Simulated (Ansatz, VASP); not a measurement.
Pb: VASP beside Ansatz

```
Pb
1.0
     0.00000    2.43755    2.43755
     2.43755    0.00000    2.43755
     2.43755    2.43755    0.00000
Pb
1
Cartesian
  0.0000 0.0000 0.0000
```

Alike in both runs: task relaxation of cell and atoms; functional LDA; k mesh 15 × 15 × 15; occupations fermi-dirac, width 0.05 eV; no spin polarisation.

|  | VASP | Ansatz |
| --- | --- | --- |
| version | VASP 6.6.1 | Ansatz 0.2.0 |
| potentials or method | VASP PAW LDA potentials, release 64 (Pb_d) | PAW with Ansatz's default frozen-core files, scalar-relativistic |
| plane-wave cutoff (eV) | 600 | 420 |
| valence electrons in the cell | 14 | 14 |

|  | VASP | Ansatz | Ansatz less VASP |
| --- | --- | --- | --- |
| relaxed volume (Å³/atom) | 29.08 | 29.05 | -0.033 |
| relaxed cell length with the largest relative difference (Å) | 3.452 | 3.450 | -0.0013 |

LDA's correlation is that of Perdew and Zunger in VASP and of Perdew and Wang (1992) in Ansatz.

Neither program's run includes spin-orbit coupling.
